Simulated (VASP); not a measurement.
# Na: relaxation of cell and atoms with PBE

Crystal: Na.

```
Na
1.0
     3.43267    0.00000    0.00000
     0.00000    3.43267    0.00000
     0.00000    0.00000    3.43267
Na
1
Direct
  0.00000 0.00000 0.00000
```

```json
{
 "Program": "VASP 6.6.1",
 "Task": "relaxation of cell and atoms",
 "Functional": "PBE",
 "Potentials or basis": "VASP PAW PBE potentials, release 64 (Na_pv)",
 "Cutoff": "600 eV",
 "k mesh": "11 × 11 × 11",
 "Occupations": "fermi-dirac, width 0.1 eV",
 "Spin": "no spin polarisation",
 "Target pressure": "-0.097 GPa",
 "Dipole correction": "no",
 "Further INCAR settings": "ALGO = Normal; EDIFF = 1e-06; IBRION = 2; EDIFFG = -0.005; NSW = 32; ISIF = 3"
}
```

```json
{"Pressure after relaxing": "-0.1 GPa"}
```

Final structure:
```
Na
1.0
     3.43267    0.00000    0.00000
     0.00000    3.43267    0.00000
     0.00000    0.00000    3.43267
Na
1
Cartesian
  0.0000 0.0000 0.0000
```

Levels at points of the mesh, in eV from the Fermi level:
```tsv
k point	band 1	band 2	band 3	band 4	band 5	band 6	band 7
(0.00, 0.00, 0.00)	-25.11	-25.11	-25.11	-3.09	8.15	8.15	9.39
```

It took 12 s on 1 thread of AMD EPYC 9R45 (Zen 5), with other jobs on the host, peak memory 0.12 GiB.

Caveat: the relaxation stopped at its first step, so nothing moved; the cell is relaxed towards a set pressure, so the enthalpy falls and the energy may rise.
